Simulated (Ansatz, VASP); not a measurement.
# Two plane-wave programs on MgO

File POSCAR:

```
MgO
1.0
    0.0000000000      2.1765847738      2.1765847738
    2.1765847738      0.0000000000      2.1765847738
    2.1765847738      2.1765847738      0.0000000000
Mg O
1 1
Direct
    0.0000000000      0.0000000000      0.0000000000
    0.5000000000      0.5000000000      0.5000000000
```

The input INCAR.step1:

```
PREC = Accurate
ENCUT = 520
ISMEAR = 0
SIGMA = 0.01
LREAL = False
LASPH = True
NELM = 100
NBANDS = 11
GGA = PE
ALGO = Normal
EDIFF = 1E-4
LWAVE = True
LCHARG = False
```

Contents of INCAR.step2:

```
PREC = Accurate
ENCUT = 520
EDIFF = 1E-6
ISMEAR = 0
SIGMA = 0.01
LREAL = False
LASPH = True
NELM = 100
ALGO = Normal
ISIF = 2
LWAVE = False
LCHARG = True
METAGGA = R2SCAN
LMIXTAU = True
LELF = True
LVHAR = True
NBANDS = 11
ISTART = 1
```

File KPOINTS:

```
regular mesh
0
Gamma
  10 10 10
```

Input for Ansatz:

```yaml
crystal:
  lattice:
    - [0.0, 2.1765847738, 2.1765847738]
    - [2.1765847738, 0.0, 2.1765847738]
    - [2.1765847738, 2.1765847738, 0.0]
  atoms:
    - { symbol: Mg, position: [0.0, 0.0, 0.0] }
    - { symbol: O, position: [0.5, 0.5, 0.5] }
kpoints:
  mp_grid: { grid: [10, 10, 10] }
  band_path:
    path:
      - [0.0, 0.0, 0.0]
      - [0.5, 0.0, 0.5]
      - [0.625, 0.25, 0.625]
      - [0.375, 0.375, 0.75]
      - [0.5, 0.5, 0.5]
      - [0.5, 0.25, 0.75]
    npoints: 1
hamiltonian:
  xc: r2scan
scf:
  occupations: { method: fixed }
  n_extra_bands: 4
output:
  forces: true
  stress: true
  eigenvalues: true
  write_density: true
  write_potential: true
  elf: true
  volumetric_format: npy
```

Change from the starting cell: hydrostatic strain +3.5%.

Alike in both runs: task single point; functional r2SCAN; k mesh 10 × 10 × 10; no spin polarisation.

|  | VASP | Ansatz |
| --- | --- | --- |
| version | VASP 6.6.1 | Ansatz 0.2.0 |
| potentials or method | VASP PAW PBE potentials, release 64 (Mg, O) | plane waves, PAW |
| plane-wave cutoff (eV) | 520 | 500 |
| occupations | gaussian, width 0.01 eV | fixed |
| valence electrons in the cell | 8 | 16 |

|  | VASP | Ansatz | Ansatz less VASP |
| --- | --- | --- | --- |
| gap on the k mesh at the Fermi level (eV) | 4.66 | 4.69 | +0.025 |
| pressure (GPa) | -15.1 | -14.1 | +1.05 |

VASP's potentials were made for PBE, not for r2SCAN. VASP's potentials hold 8 valence electrons a cell and Ansatz's 16, so a difference there can come from the potentials and not from the codes.
